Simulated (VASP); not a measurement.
# LiF (F-43m) in VASP: notebook

LiF is run at these levels: PBE, PBEsol; tasks: single point.

Everything below comes from runs of VASP 6.6.1. Logs are shortened: lines on timing, memory, paths and dates and some standing lists are left out, and cuts for length are marked.

## (1) The cell of the first run

The structure is cubic, space group F-43m (No. 216). Conventional cell: a = 4.289 Å, b = 4.289 Å, c = 4.289 Å, α = 90.00°, β = 90.00°, γ = 90.00°. Li (site symmetry -43m) has 4 F at 1.86 Å within 2.5 Å. Within 2.5 Å of F (site symmetry -43m) lie 4 Li at 1.86 Å.

## (2) Single point, PBE

Contents of INCAR:

```
SYSTEM = LiF
  PREC = Accurate
  ENCUT = 520
  EDIFF = 1E-6
  ISMEAR = 0
  SIGMA = 0.01
  LREAL = .False.
  LASPH = .True.
  NELM = 80
  ALGO = Normal
  ISIF = 2
  LWAVE = .False.
  LCHARG = .False.
  GGA = PE
  NBANDS = 12
```

Contents of KPOINTS:

```
Automatic mesh
0
Gamma
  8 8 8
  0 0 0
```

Contents of POSCAR:

```
LiF
1.0
    0.0000000000      2.1446105498      2.1446105498
    2.1446105498      0.0000000000      2.1446105498
    2.1446105498      2.1446105498      0.0000000000
Li F
1 1
Direct
    0.0000000000      0.0000000000      0.0000000000
    0.2500000000      0.2500000000      0.2500000000
```

Potentials or basis: VASP PAW PBE potentials, release 64 (Li_sv, F).

Run with:

```
> cat potpaw_PBE.64/Li_sv/POTCAR potpaw_PBE.64/F/POTCAR > POTCAR
> mpirun -np 1 vasp_std > vasp.out
```

OUTCAR:

```text
SYSTEM = LiF
   PREC = Accurate
   ENCUT = 520
   EDIFF = 1E-6
   ISMEAR = 0
   LREAL = .False.
   LASPH = .True.
   NELM = 80
   ISIF = 2
   GGA = PE

 ion  position               nearest neighbor table
   1  0.000  0.000  0.000-   2 1.86   2 1.86   2 1.86   2 1.86
   2  0.250  0.250  0.250-   1 1.86   1 1.86   1 1.86   1 1.86

  LATTYP: Found a face centered cubic cell.
 ALAT       =     4.2892210996

  Lattice vectors:

 A1 = (   0.0000000000,   2.1446105498,   2.1446105498)
 A2 = (   2.1446105498,   0.0000000000,   2.1446105498)
 A3 = (   2.1446105498,   2.1446105498,   0.0000000000)

Analysis of symmetry for initial positions (statically):
=====================================================================
 Subroutine PRICEL returns:
 Original cell was already a primitive cell.

 Routine SETGRP: Setting up the symmetry group for a
 face centered cubic supercell.

 Subroutine GETGRP returns: Found 24 space group operations
 (whereof 24 operations were pure point group operations)
 out of a pool of 48 trial point group operations.

The static configuration has the point symmetry T_d .

Analysis of symmetry for dynamics (positions and initial velocities):
=====================================================================
 Subroutine PRICEL returns:
 Original cell was already a primitive cell.

 Routine SETGRP: Setting up the symmetry group for a
 face centered cubic supercell.

 Subroutine GETGRP returns: Found 24 space group operations
 (whereof 24 operations were pure point group operations)
 out of a pool of 48 trial point group operations.

The dynamic configuration has the point symmetry T_d .

 Subroutine INISYM returns: Found 24 space group operations
 (whereof 24 operations are pure point group operations),
 and found     1 'primitive' translations

----------------------------------------------------------------------------------------

                                     Primitive cell

  volume of cell :      19.7276

  direct lattice vectors                    reciprocal lattice vectors
     0.000000000  2.144610550  2.144610550    -0.233142563  0.233142563  0.233142563
     2.144610550  0.000000000  2.144610550     0.233142563 -0.233142563  0.233142563
     2.144610550  2.144610550  0.000000000     0.233142563  0.233142563 -0.233142563

  length of vectors
     3.032937326  3.032937326  3.032937326     0.403814764  0.403814764  0.403814764

  position of ions in fractional coordinates (direct lattice)
     0.000000000  0.000000000  0.000000000
     0.250000000  0.250000000  0.250000000

[... 82 lines left out ...]
   ISIF   =      2    stress and relaxation
   ISYM   =      2    0-nonsym 1-usesym 2-fastsym
   POTIM  = 0.5000    time-step for ionic-motion
   TEBEG  =    0.0;   TEEND  =   0.0 temperature during run
   PSTRESS=    0.0 pullay stress
   NELECT =      10.0000    total number of electrons
   NUPDOWN=      -1.0000    fix difference up-down
   EMIN   =  10.00;   EMAX   =-10.00  energy-range for DOS
   EFERMI =   0.00;   METHOD = LEGACY
   ISMEAR =     0;   SIGMA  =   0.01  broadening in eV -4-tet -1-fermi 0-gaus
   EFERMI_NEDOS =   21; number of points for ismear=-14 and -15
   IALGO  =     38    algorithm
   IMIX   =      4    mixing-type and parameters
     AMIX     =   0.40;   BMIX     =  1.00
     AMIX_MAG =   1.60;   BMIX_MAG =  1.00
  volume/ion in A,a.u.               =       9.86        66.56
  Fermi-wavevector in a.u.,A,eV,Ry     =   1.305318  2.466694 23.182363  1.703856
  Thomas-Fermi vector in A             =   2.436195
   LORBIT       =      0    0 simple, 1 ext, 2 COOP (PROOUT), +10 PAW based schemes
   GGA     = PE    functional components
   LHFCALC =     F    Hartree Fock is set to
   AEXX    =    0.0000 exact exchange contribution
   IVDW    =     0    specifies the selected vdW correction
   LEPSILON=     F    determine dielectric tensor
   LRPA    =     F    only Hartree local field effects (RPA)
 non-spin polarized calculation
 Gauss-broadening in eV      SIGMA  =   0.01
  energy-cutoff  :      520.00
  volume of cell :       19.73
 maximum number of plane-waves:       544
   NGX = 11   NGY = 11   NGZ = 11

 number of electron      10.0000000 magnetization

 number of electron       9.9999987 magnetization

 Free energy of the ion-electron system (eV)
  ---------------------------------------------------
  ext. energy  EPLUGINS =         0.00000000
  ---------------------------------------------------
  free energy    TOTEN  =        -9.61763180 eV

  energy without entropy =       -9.61763180  energy(sigma->0) =       -9.61763180

 E-fermi :  -2.4730     XC(G=0):  -8.8653

 val. band max:       -2.5292932267   @ k =   0.0000   0.0000   0.0000
 cond. band min:       5.3887400378   @ k =   0.0000   0.0000   0.0000
 fundamental gap:      7.9180332645
 Fermi energy:        -2.4730076157

 k-point     1 :       0.0000    0.0000    0.0000
  band No.  band energies     occupation
      1     -42.8661      2.00000
      2     -21.8695      2.00000
      3      -2.5293      2.00000
      4      -2.5293      2.00000
      5      -2.5293      2.00000
      6       5.3887      0.00000
      7      16.9641      0.00000
      8      16.9641      0.00000
      9      16.9641      0.00000
     10      25.6206      0.00000
     11      25.6206      0.00000
     12      25.6206      0.00000
[... 331 lines left out ...]
 k-point    24 :      -0.3750    0.2500    0.1250
  band No.  band energies     occupation
      1     -42.8215      2.00000
      2     -21.6559      2.00000
      3      -4.3097      2.00000
      4      -3.1716      2.00000
      5      -2.9852      2.00000
      6       9.7895      0.00000
      7      11.9831      0.00000
      8      16.1744      0.00000
      9      17.1958      0.00000
     10      20.7854      0.00000
     11      24.9068      0.00000
     12      28.0831      0.00000

 [... further k-points ...]
[... 5 lines left out ...]
  --------------------------------------------------------------------------------------
  -------------------------------------------------------------------------------------
  Total        0.3490601      0.3490601      0.3490601      0.0000000      0.0000000     -0.0000000
  in kB       28.3488532     28.3488532     28.3488532      0.0000000      0.0000000     -0.0000000
  external PRESSURE =      28.3488532 kB  Pullay stress =       0.0000000 kB

 VOLUME and BASIS-vectors are now :
 -----------------------------------------------------------------------------
  energy-cutoff  :      520.00
  volume of cell :       19.73
      direct lattice vectors                 reciprocal lattice vectors
     0.000000000  2.144610550  2.144610550    -0.233142563  0.233142563  0.233142563
     2.144610550  0.000000000  2.144610550     0.233142563 -0.233142563  0.233142563
     2.144610550  2.144610550  0.000000000     0.233142563  0.233142563 -0.233142563

 POSITION                                       TOTAL-FORCE (eV/Angst)
 -----------------------------------------------------------------------------------
      0.00000      0.00000      0.00000        -0.000000     -0.000000     -0.000000
      1.07231      1.07231      1.07231         0.000000      0.000000      0.000000
 -----------------------------------------------------------------------------------
    total drift:                               -0.000000     -0.000000     -0.000000

  FREE ENERGIE OF THE ION-ELECTRON SYSTEM (eV)
  ---------------------------------------------------
  free  energy   TOTEN  =        -9.6176317984 eV

  energy  without entropy=       -9.6176317984  energy(sigma->0) =       -9.61763180
```

OSZICAR:

```text
N       E                     dE             d eps       ncg     rms          rms(c)
DAV:   1     0.318237567223E+02    0.31824E+02   -0.50213E+03   712   0.808E+02
DAV:   2    -0.918053043507E+01   -0.41004E+02   -0.40112E+02   832   0.184E+02
DAV:   3    -0.103149720371E+02   -0.11344E+01   -0.11319E+01   896   0.270E+01
DAV:   4    -0.103287803325E+02   -0.13808E-01   -0.13807E-01   828   0.330E+00
DAV:   5    -0.103289487245E+02   -0.16839E-03   -0.16839E-03   940   0.295E-01    0.522E+00
DAV:   6    -0.958683417908E+01    0.74211E+00   -0.35144E+00   744   0.115E+01    0.162E+00
DAV:   7    -0.959823035421E+01   -0.11396E-01   -0.25283E-02   816   0.143E+00    0.101E+00
DAV:   8    -0.961731157625E+01   -0.19081E-01   -0.26904E-02   796   0.158E+00    0.185E-01
DAV:   9    -0.961723917287E+01    0.72403E-04   -0.13745E-03   868   0.306E-01    0.715E-02
DAV:  10    -0.961763826915E+01   -0.39910E-03   -0.67602E-04   788   0.186E-01    0.352E-02
DAV:  11    -0.961763056677E+01    0.77024E-05   -0.28699E-05   828   0.466E-02    0.814E-03
DAV:  12    -0.961763182544E+01   -0.12587E-05   -0.31941E-06   812   0.155E-02    0.186E-03
DAV:  13    -0.961763179838E+01    0.27055E-07   -0.15611E-07   640   0.327E-03
   1 F= -.96176318E+01 E0= -.96176318E+01  d E =-.575516E-18
```

Wall time 4.3 s (1 thread of Intel Xeon Platinum 8488C (Sapphire Rapids), shared host); peak memory 0.13 GiB.

What came out:

* Free energy: -9.6176 eV
* Band gap on the k mesh: 7.92 eV, direct

Levels at points of the mesh, in eV from the valence-band top:
```
           k point  band 3  band 4  band 5  band 6  band 7  band 8
(0.00, 0.00, 0.00)    0.00    0.00    0.00    7.92   19.49   19.49
(0.50, 0.00, 0.00)   -2.00   -0.26   -0.26   11.96   14.98   19.13
(0.50, 0.50, 0.00)   -1.41   -0.81   -0.81   10.60   15.98   19.53
```

Caveat: the cutoff is under 1.25 times the usual one of these potentials, so pressure, stress and relaxed cells hold a basis-set (Pulay) error. PBE gaps usually lie below the measured ones, often by a third to a half.

(Continued in part 2 of 2.)
